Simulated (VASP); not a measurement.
Set up this calculation in VASP 6.6.1, as the native input.

```yaml
Task: single point
Functional: PBE
Potentials_or_basis: VASP PAW PBE potentials, release 64 (Ba_sv, Zr_sv, O)
Cutoff: 520 eV
k_mesh: 6 × 6 × 6
Occupations: gaussian, width 0.05 eV
Spin: no spin polarisation
Dipole_correction: no
Further_INCAR_settings: ALGO = Normal; EDIFF = 1e-07; NBANDS = 28
```

The structure of BaZrO3 lies in POSCAR:

```
BaZrO3
1.0
    4.2860375000      0.0000000000      0.0000000000
    0.0000000000      4.2860375000      0.0000000000
    0.0000000000      0.0000000000      4.1815000000
Ba Zr O
1 1 3
Direct
    0.5000000000      0.5000000000      0.5000000000
    0.0000000000      0.0000000000      0.0000000000
    0.5000000000      0.0000000000      0.0000000000
    0.0000000000      0.5000000000      0.0000000000
    0.0000000000      0.0000000000      0.5000000000
```

This cell differs from its parent crystal: strain +0.0250 x Voigt [1, 1, 0, 0, 0, 0].

These files were run (other wordings do the same):

INCAR

```
SYSTEM = BaZrO3
PREC = Accurate ; ENCUT = 520
EDIFF = 1E-7 ; ISMEAR = 0
SIGMA = 0.05 ; LREAL = .False.
LASPH = .True. ; NELM = 80
ALGO = Normal ; ISIF = 2
LWAVE = .False. ; LCHARG = .False.
GGA = PE ; NBANDS = 28
```

KPOINTS

```
regular mesh
0
Gamma
  6 6 6
  0 0 0
```

Potentials or basis: VASP PAW PBE potentials, release 64 (Ba_sv, Zr_sv, O).

Run with:

```console
$ cat potpaw_PBE.64/Ba_sv/POTCAR potpaw_PBE.64/Zr_sv/POTCAR potpaw_PBE.64/O/POTCAR > POTCAR
$ mpirun -np 1 vasp_std > vasp.out
```

Results of the run:

```json
{
  "Pressure": "-1.4 GPa",
  "Band gap on the k mesh": "3.01 eV (least direct gap 3.26 eV)"
}
```

Caveat: the cell differs from its parent crystal (strain +0.0250 x Voigt [1, 1, 0, 0, 0, 0]); spin-orbit coupling is left out, which moves the levels of the heavy elements.

It took 63 s on 1 thread of Intel(R) Xeon(R) Platinum 8488C (Sapphire Rapids) (shared host), peak memory 0.23 GiB.
